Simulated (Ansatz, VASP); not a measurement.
One calculation of TiN, two programs

```
Ti N
1.0
     0.00000    2.11900    2.11900
     2.11900    0.00000    2.11900
     2.11900    2.11900    0.00000
Ti N
1 1
Direct
  0.00000 0.00000 0.00000
  0.50000 0.50000 0.50000
```

Alike in both runs: task single point; functional PBEsol; k mesh 11 × 11 × 11; occupations fermi-dirac, width 0.1 eV; no spin polarisation.

|  | VASP | Ansatz |
| --- | --- | --- |
| version | VASP 6.6.1 | Ansatz 0.2.0 |
| potentials or method | VASP PAW PBE potentials, release 64 (Ti_sv, N) | plane waves, PAW |
| plane-wave cutoff (eV) | 600 | 420 |
| valence electrons in the cell | 17 | 17 |

```tsv
	VASP	Ansatz	Ansatz less VASP
gap on the k mesh at the Fermi level (eV)	none	none	-
pressure (GPa)	-6.4	-6.7	-0.31
```

VASP's potentials were made for PBE, not for PBEsol. A gap of «none» marks a metal or a gap that the smearing closes.
